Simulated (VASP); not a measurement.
# Ru (P6/mmm) in VASP: relaxation of cell and atoms with PBE

Aim: the relaxation of cell and atoms of Ru with PBE.

Program: VASP 6.6.1. These are calculated values, not measurements. Logs are shortened: lines on timing, memory, paths and dates and some standing lists are left out, and cuts for length are marked.

### Step 1. The cell of the first run

The structure is hexagonal, space group P6/mmm (No. 191). The conventional cell has a = 4.266 Å, b = 4.266 Å, c = 2.689 Å, α = 90.00°, β = 90.00°, γ = 120.00°. Within 3.3 Å of Ru (site symmetry -6m2) lie 11 Ru at 2.46 to 2.81 Å. Ru (site symmetry 6/mmm) has 14 Ru at 2.69 to 2.81 Å within 3.5 Å.

### Step 2. Relaxation of cell and atoms, PBE

INCAR reads:

```
PREC     = Accurate       # precision mode
ENCUT    = 600            # plane-wave cutoff, eV
EDIFF    = 1E-6           # SCF threshold, eV
ISMEAR   = 0              # smearing method
SIGMA    = 0.1            # smearing width, eV
LREAL    = False          # projectors in reciprocal space
LASPH    = True           # aspherical terms in the spheres
NELM     = 100            # most SCF steps
ALGO     = Normal         # electronic algorithm
ISIF     = 3              # what is computed and relaxed
LWAVE    = False          # write WAVECAR
LCHARG   = False          # write CHGCAR
GGA      = PE             # functional
IBRION   = 2              # ionic algorithm
NSW      = 100            # ionic steps
EDIFFG   = -0.01          # ionic threshold
```

KPOINTS reads:

```
regular mesh
0
Gamma
  12 12 18
```

POSCAR reads:

```
Ru
1.0
    4.2656473400      0.0000000000      0.0000000000
   -2.1328236700      3.6941589600      0.0000000000
    0.0000000000      0.0000000000      2.6893250450
Ru
3
Direct
    0.3333333333      0.6666666667      0.5000000000
    0.0000000000      0.0000000000      0.0000000000
    0.6666666667      0.3333333333      0.5000000000
```

Potentials or basis: VASP PAW PBE potentials, release 64 (Ru_pv).

The run is started by

```console
> cat potpaw_PBE.64/Ru_pv/POTCAR > POTCAR
> mpirun -np 1 vasp_std > vasp.out
```

OUTCAR:

```text
PREC = Accurate
   ENCUT = 600
   EDIFF = 1E-6
   ISMEAR = 0
   LREAL = False
   LASPH = True
   NELM = 100
   ISIF = 3
   GGA = PE
   IBRION = 2
   NSW = 100
   EDIFFG = -0.01

 ion  position               nearest neighbor table
   1  0.333  0.667  0.500-   3 2.46   3 2.46   3 2.46   2 2.81   2 2.81   2 2.81   2 2.81   2 2.81
                             2 2.81
   2  0.000  0.000  0.000-   1 2.81   3 2.81   1 2.81   3 2.81   1 2.81   1 2.81   3 2.81   3 2.81
                             3 2.81   3 2.81   1 2.81   1 2.81
   3  0.667  0.333  0.500-   1 2.46   1 2.46   1 2.46   2 2.81   2 2.81   2 2.81   2 2.81   2 2.81
                             2 2.81

  LATTYP: Found a hexagonal cell.
 ALAT       =     4.2656473400
 C/A-ratio  =     0.6304611776

  Lattice vectors:

 A1 = (   4.2656473400,   0.0000000000,   0.0000000000)
 A2 = (  -2.1328236700,   3.6941589600,   0.0000000000)
 A3 = (   0.0000000000,   0.0000000000,   2.6893250450)

Analysis of symmetry for initial positions (statically):
=====================================================================
 Subroutine PRICEL returns:
 Original cell was already a primitive cell.

 Routine SETGRP: Setting up the symmetry group for a
 hexagonal supercell.

 Subroutine GETGRP returns: Found 24 space group operations
 (whereof 24 operations were pure point group operations)
 out of a pool of 24 trial point group operations.

The static configuration has the point symmetry D_6h.

Analysis of symmetry for dynamics (positions and initial velocities):
=====================================================================
 Subroutine PRICEL returns:
 Original cell was already a primitive cell.

 Routine SETGRP: Setting up the symmetry group for a
 hexagonal supercell.

 Subroutine GETGRP returns: Found 24 space group operations
 (whereof 24 operations were pure point group operations)
 out of a pool of 24 trial point group operations.

The dynamic configuration has the point symmetry D_6h.

 Subroutine INISYM returns: Found 24 space group operations
 (whereof 24 operations are pure point group operations),
 and found     1 'primitive' translations

----------------------------------------------------------------------------------------

                                     Primitive cell

  volume of cell :      42.3783

  direct lattice vectors                    reciprocal lattice vectors
     4.265647340  0.000000000  0.000000000     0.234431007  0.135348805  0.000000000
    -2.132823670  3.694158960  0.000000000     0.000000000  0.270697610  0.000000000
     0.000000000  0.000000000  2.689325045     0.000000000  0.000000000  0.371840511

  length of vectors
     4.265647340  4.265647340  2.689325045     0.270697610  0.270697610  0.371840511

  position of ions in fractional coordinates (direct lattice)
     0.333333333  0.666666667  0.500000000
     0.000000000  0.000000000  0.000000000
     0.666666667  0.333333333  0.500000000

  ion indices of the primitive-cell ions
   primitive index   ion index
                 1           1
                 2           2
                 3           3

----------------------------------------------------------------------------------------

 KPOINTS: regular mesh

Automatic generation of k-mesh.
 Grid dimensions read from file:
 generate k-points for:   12   12   18

 Generating k-lattice:

  Cartesian coordinates                     Fractional coordinates (reciprocal lattice)
     0.019535917  0.011279067  0.000000000     0.083333333 -0.000000000  0.000000000
     0.000000000  0.022558134  0.000000000     0.000000000  0.083333333  0.000000000
     0.000000000  0.000000000  0.020657806     0.000000000  0.000000000  0.055555556

  Length of vectors
     0.022558134  0.022558134  0.020657806

  Shift w.r.t. Gamma in fractional coordinates (k-lattice)
     0.000000000  0.000000000  0.000000000

 Subroutine IBZKPT returns following result:
 ===========================================

 Found    190 irreducible k-points:

 Following reciprocal coordinates:
            Coordinates               Weight
  0.000000  0.000000  0.000000      1.000000
  0.083333  0.000000  0.000000      6.000000
  0.166667  0.000000  0.000000      6.000000
  0.250000  0.000000  0.000000      6.000000
  0.333333  0.000000  0.000000      6.000000
  0.416667  0.000000  0.000000      6.000000
[... 16 lines left out ...]
  0.250000  0.000000  0.055556     12.000000
  0.333333  0.000000  0.055556     12.000000
 [... further k-points ...]
   k-points           NKPTS =    190   k-points in BZ     NKDIM =    190   number of bands    NBANDS=     25
   number of dos      NEDOS =    301   number of ions     NIONS =      3
   total plane-waves  NPLWV =  31104
   dimension x,y,z NGX =    36 NGY =   36 NGZ =   24
   dimension x,y,z NGXF=    72 NGYF=   72 NGZF=   48
   ions per type =               3
   NGX,Y,Z   is equivalent  to a cutoff of  14.03, 14.03, 14.84 a.u.
   NGXF,Y,Z  is equivalent  to a cutoff of  28.06, 28.06, 29.67 a.u.
 SYSTEM =  unknown system
   PREC   = accura    normal or accurate (medium, high low for compatibility)
   ISTART =      0    job   : 0-new  1-cont  2-samecut
   ICHARG =      2    charge: 1-file 2-atom 10-const
   ISPIN  =      1    spin polarized calculation?
   LNONCOLLINEAR =      F non collinear calculations
   LSORBIT =      F    spin-orbit coupling
   LASPH  =      T    aspherical Exc in radial PAW
   ENCUT  =  600.0 eV  44.10 Ry    6.64 a.u.   8.52  8.52  5.37*2*pi/ulx,y,z
   NELM   =    100;   NELMIN=  2; NELMDL= -5     # of ELM steps
   EDIFF  = 0.1E-05   stopping-criterion for ELM
   LREAL  =      F    real-space projection
   EDIFFG = -.1E-01   stopping-criterion for IOM
   NSW    =    100    number of steps for IOM
   IBRION =      2    ionic relax: 0-MD 1-quasi-New 2-CG
   NFREE  =      1    steps in history (QN), initial steepest desc. (CG)
   ISIF   =      3    stress and relaxation
   ISYM   =      2    0-nonsym 1-usesym 2-fastsym
   POTIM  = 0.5000    time-step for ionic-motion
   TEBEG  =    0.0;   TEEND  =   0.0 temperature during run
   PSTRESS=    0.0 pullay stress
   NELECT =      42.0000    total number of electrons
   NUPDOWN=      -1.0000    fix difference up-down
   EMIN   =  10.00;   EMAX   =-10.00  energy-range for DOS
   EFERMI =   0.00;   METHOD = LEGACY
   ISMEAR =     0;   SIGMA  =   0.10  broadening in eV -4-tet -1-fermi 0-gaus
   EFERMI_NEDOS =   21; number of points for ismear=-14 and -15
   IALGO  =     38    algorithm
   IMIX   =      4    mixing-type and parameters
     AMIX     =   0.40;   BMIX     =  1.00
     AMIX_MAG =   1.60;   BMIX_MAG =  1.00
  volume/ion in A,a.u.               =      14.13        95.33
  Fermi-wavevector in a.u.,A,eV,Ry     =   1.632212  3.084434 36.247513  2.664117
  Thomas-Fermi vector in A             =   2.724220
   LORBIT       =      0    0 simple, 1 ext, 2 COOP (PROOUT), +10 PAW based schemes
   GGA     = PE    functional components
   LHFCALC =     F    Hartree Fock is set to
   AEXX    =    0.0000 exact exchange contribution
   IVDW    =     0    specifies the selected vdW correction
   LEPSILON=     F    determine dielectric tensor
   LRPA    =     F    only Hartree local field effects (RPA)
 conjugate gradient relaxation of ions
 non-spin polarized calculation
 Gauss-broadening in eV      SIGMA  =   0.10
  energy-cutoff  :      600.00
  volume of cell :       42.38
 maximum number of plane-waves:      1445
 NGX is ok and might be reduce to    36
   NGX = 17   NGY = 17   NGZ = 11

--------------------------------------- Ionic step        1  -------------------------------------------

 number of electron      42.0000002 magnetization

 Free energy of the ion-electron system (eV)
  ---------------------------------------------------
  ext. energy  EPLUGINS =         0.00000000
  ---------------------------------------------------
  free energy    TOTEN  =       -26.93707230 eV

  energy without entropy =      -26.91796069  energy(sigma->0) =      -26.92751649

------------------------ aborting loop because EDIFF is reached ----------------------------------------

  FORCE on cell =-STRESS in cart. coord.  units (eV):
  Direction    XX          YY          ZZ          XY          YZ          ZX
  --------------------------------------------------------------------------------------
  -------------------------------------------------------------------------------------
  Total        0.0068058      0.0068058     -0.3137990      0.0000000     -0.0000000      0.0000000
  in kB        0.2573040      0.2573040    -11.8636508      0.0000000     -0.0000000      0.0000000
  external PRESSURE =      -3.7830143 kB  Pullay stress =       0.0000000 kB
[... 281 lines left out ...]
  energy  without entropy=      -26.9185087593  energy(sigma->0) =      -26.92803851

--------------------------------------- Ionic step        9  -------------------------------------------

 number of electron      42.0000003 magnetization

 Free energy of the ion-electron system (eV)
  ---------------------------------------------------
  ext. energy  EPLUGINS =         0.00000000
  ---------------------------------------------------
  free energy    TOTEN  =       -26.93748556 eV

  energy without entropy =      -26.91843477  energy(sigma->0) =      -26.92796017

 E-fermi :  12.3494     XC(G=0): -13.8658

 val. band max:       12.3381740034   @ k =   0.3333   0.1667   0.3889
 cond. band min:      12.3501610319   @ k =   0.2500   0.0000   0.0556
 fundamental gap:      0.0119870285
 Fermi energy:        12.3493789591

 k-point     1 :       0.0000    0.0000    0.0000
  band No.  band energies     occupation
      1     -31.2304      2.00000
      2     -31.2304      2.00000
      3     -30.8466      2.00000
      4     -30.8466      2.00000
      5     -30.5794      2.00000
      6     -30.3341      2.00000
[... 661 lines left out ...]
     24      12.7436      0.00000
     25      13.5771      0.00000

 [... further k-points ...]

------------------------ aborting loop because EDIFF is reached ----------------------------------------

  FORCE on cell =-STRESS in cart. coord.  units (eV):
  Direction    XX          YY          ZZ          XY          YZ          ZX
  --------------------------------------------------------------------------------------
  -------------------------------------------------------------------------------------
  Total        0.0000705      0.0000705     -0.0041850     -0.0000000      0.0000000     -0.0000000
  in kB        0.0026692      0.0026692     -0.1584552     -0.0000000      0.0000000     -0.0000000
  external PRESSURE =      -0.0510390 kB  Pullay stress =       0.0000000 kB
[... 18 lines left out ...]
  FREE ENERGIE OF THE ION-ELECTRON SYSTEM (eV)
  ---------------------------------------------------
  free  energy   TOTEN  =       -26.9374855560 eV

  energy  without entropy=      -26.9184347743  energy(sigma->0) =      -26.92796017

 reached required accuracy - stopping structural energy minimisation
```

It took 15 min on 1 thread of Intel Xeon Platinum 8375C at 2.90GHz (Ice Lake), shared host; peak memory 0.34 GiB.

What came out:

```
Free energy                            : -26.9375 eV
Relaxed volume                         : 14.11 Å³/atom
Relaxed cell                           : a = 4.268 Å, b = 4.268 Å, c = 2.683 Å, α = 90.00°, β = 90.00°, γ = 120.00°
Space group after relaxing (to 0.05 Å) : P6/mmm (No. 191)
Energy gained by relaxing              : 0.1 meV/atom
Ionic steps                            : 9
Pressure after relaxing                : 0.0 GPa
Band gap on the k mesh                 : zero (band 21 reaches 13.46 eV, above the bottom of band 22 at 11.03 eV)
```

Step by step:
```
step  energy change (eV)  largest force (eV/Å)  pressure (GPa)  volume (Å³)
   1              0.0000                0.0000           -0.38        42.38
   2              0.0000                0.0000            0.92        42.17
   3             -0.0004                0.0000            0.28        42.27
   4             -0.0004                0.0000            0.23        42.28
   5             -0.0004                0.0000            0.11        42.30
   6             -0.0004                0.0000            0.22        42.29
   7             -0.0004                0.0000           -0.42        42.37
   8             -0.0005                0.0000           -0.15        42.33
   9             -0.0004                0.0000           -0.01        42.32
```

Final structure:
```xyz
3
Lattice="4.2679 0.0000 0.0000 -2.1339 3.6961 0.0000 0.0000 0.0000 2.6825" Properties=species:S:1:pos:R:3 pbc="T T T"
Ru    0.0000    2.4641    1.3413
Ru    0.0000    0.0000    0.0000
Ru    2.1339    1.2320    1.3413
```
